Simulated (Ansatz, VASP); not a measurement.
# One calculation of Si3N4, two programs

INCAR

```
ALGO     = Normal         # electronic algorithm
EDIFF    = 1E-6           # SCF threshold, eV
EDIFFG   = -0.02          # ionic threshold
ENCUT    = 520            # plane-wave cutoff, eV
GGA      = PE             # functional
IBRION   = 2              # ionic algorithm
ISIF     = 2              # what is computed and relaxed
ISMEAR   = -1             # smearing method
LASPH    = True           # aspherical terms in the spheres
LCHARG   = False          # write CHGCAR
LREAL    = False          # projectors in reciprocal space
LWAVE    = False          # write WAVECAR
NELM     = 60             # most SCF steps
NSW      = 80             # ionic steps
PREC     = Accurate       # precision mode
SIGMA    = 0.02           # smearing width, eV
```

File KPOINTS:

```
k-points
0
Gamma
  6 6 6
```

The input POSCAR:

```
Si3N4
1.0
   -3.2799515960      3.2799515960      3.2799515960
    3.2799515960     -3.2799515960      3.2799515960
    3.2799515960      3.2799515960     -3.2799515960
Si N
6 8
Direct
    0.2500000000      0.1250000000      0.8750000000
    0.8750000000      0.2500000000      0.1250000000
    0.7500000000      0.3750000000      0.6250000000
    0.6250000000      0.7500000000      0.3750000000
    0.1250000000      0.8750000000      0.2500000000
    0.3750000000      0.6250000000      0.7500000000
    0.5628000000      0.5628000000      0.5628000000
    0.4372000000      0.5000000000      0.0000000000
    0.5000000000      0.0000000000      0.9372000000
    0.0000000000      0.4372000000      0.5000000000
    0.9372000000      0.5000000000      0.0000000000
    0.0628000000      0.0628000000      0.0628000000
    0.0000000000      0.9372000000      0.5000000000
    0.5000000000      0.0000000000      0.4372000000
```

Input for Ansatz:

```yaml
crystal:
  lattice:
    - [-3.279951596, 3.279951596, 3.279951596]
    - [3.279951596, -3.279951596, 3.279951596]
    - [3.279951596, 3.279951596, -3.279951596]
  atoms:
    - { symbol: Si, position: [0.25, 0.125, 0.875] }
    - { symbol: Si, position: [0.875, 0.25, 0.125] }
    - { symbol: Si, position: [0.75, 0.375, 0.625] }
    - { symbol: Si, position: [0.625, 0.75, 0.375] }
    - { symbol: Si, position: [0.125, 0.875, 0.25] }
    - { symbol: Si, position: [0.375, 0.625, 0.75] }
    - { symbol: "N", position: [0.5628, 0.5628, 0.5628] }
    - { symbol: "N", position: [0.4372, 0.5, 0.0] }
    - { symbol: "N", position: [0.5, 0.0, 0.9372] }
    - { symbol: "N", position: [0.0, 0.4372, 0.5] }
    - { symbol: "N", position: [0.9372, 0.5, 0.0] }
    - { symbol: "N", position: [0.0628, 0.0628, 0.0628] }
    - { symbol: "N", position: [0.0, 0.9372, 0.5] }
    - { symbol: "N", position: [0.5, 0.0, 0.4372] }
kpoints:
  mp_grid: { grid: [6, 6, 6] }
scf:
  occupations: { method: fermi_dirac, width: 0.02 }
hamiltonian:
  xc: pbe
  pseudopotentials: { kind: paw }
output:
  forces: true
  stress: true
  populations: true
  efg:
    quadrupole_moments_barn: { "N": 0.02044 }
    contact_densities: true
  write_density: true
  write_potential: true
  elf: true
  volumetric_format: npy
relax:
  f_tol: 0.02
  max_steps: 60
```

Change from the starting cell: volume scaled by 1.04, ions relaxed.

Alike in both runs: task relaxation of the atoms; functional PBE; k mesh 6 × 6 × 6; occupations fermi-dirac, width 0.02 eV; no spin polarisation.

|  | VASP | Ansatz |
| --- | --- | --- |
| version | VASP 6.6.1 | Ansatz 0.2.0 |
| potentials or method | VASP PAW PBE potentials, release 64 (Si, N) | plane-wave PAW, scalar-relativistic |
| plane-wave cutoff (eV) | 520 | 420 |
| valence electrons in the cell | 64 | 64 |

VASP gave:

```
gap on the k mesh at the Fermi level, each at its own relaxed structure (eV) : 3.90
```

Question: Estimate Ansatz's values.

Answer: gap on the k mesh at the Fermi level, each at its own relaxed structure (eV): 3.91.

Ansatz's warnings: stress scf threshold loose.
